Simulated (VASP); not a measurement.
Input of a VASP 6.6.1 run:

INCAR

```
SYSTEM = NaTa
PREC     = Accurate       ! precision mode
ENCUT    = 520            ! plane-wave cutoff, eV
EDIFF    = 1E-7           ! SCF threshold, eV
ISMEAR   = 0              ! smearing method
SIGMA    = 0.1            ! smearing width, eV
LREAL    = .FALSE.        ! projectors in reciprocal space
LASPH    = .TRUE.         ! aspherical terms in the spheres
NELM     = 80             ! most SCF steps
ALGO     = Normal         ! electronic algorithm
ISIF     = 2              ! what is computed and relaxed
LWAVE    = .FALSE.        ! write WAVECAR
LCHARG   = .TRUE.         ! write CHGCAR
GGA      = PE             ! functional
LELF     = .TRUE.         ! ELF
LVHAR    = .TRUE.       
NBANDS   = 26             ! bands
```

The input KPOINTS:

```
Automatic mesh
0
G
  4 4 4
  0 0 0
```

The input POSCAR:

```
NaTa
1.0
    3.8437307208      0.0000000000      0.0000000000
    0.0000000000      3.8437307208      0.0000000000
    0.0000000000      0.0000000000      5.8483401176
Na Ta
2 2
Direct
    0.0000000000      0.5000000000      0.4994164000
    0.5000000000      0.0000000000      0.5005836000
    0.0000000000      0.0000000000      0.0000000000
    0.5000000000      0.5000000000      0.0000000000
```

Potentials or basis: VASP PAW PBE potentials, release 64 (Na_pv, Ta_pv).

Command:

```console
$ cat potpaw_PBE.64/Na_pv/POTCAR potpaw_PBE.64/Ta_pv/POTCAR > POTCAR
$ mpirun -np 1 vasp_std > vasp.out
```

**Question.** Predict the pressure.

**Answer.** 0.0 GPa.

**Question.** Predict the band gap on the k mesh.

**Answer.** Zero (bands 18 and 19 overlap by 0.89 eV).

Stress tensor (GPa, compression positive):
```
-0.10  0.00  0.00
 0.00 -0.10  0.00
 0.00  0.00  0.10
```

Caveat: the k points lie up to 0.41 Å⁻¹ apart, too coarse for converged energies and pressures of a metal; spin-orbit coupling is left out, which moves the levels of the heavy elements.
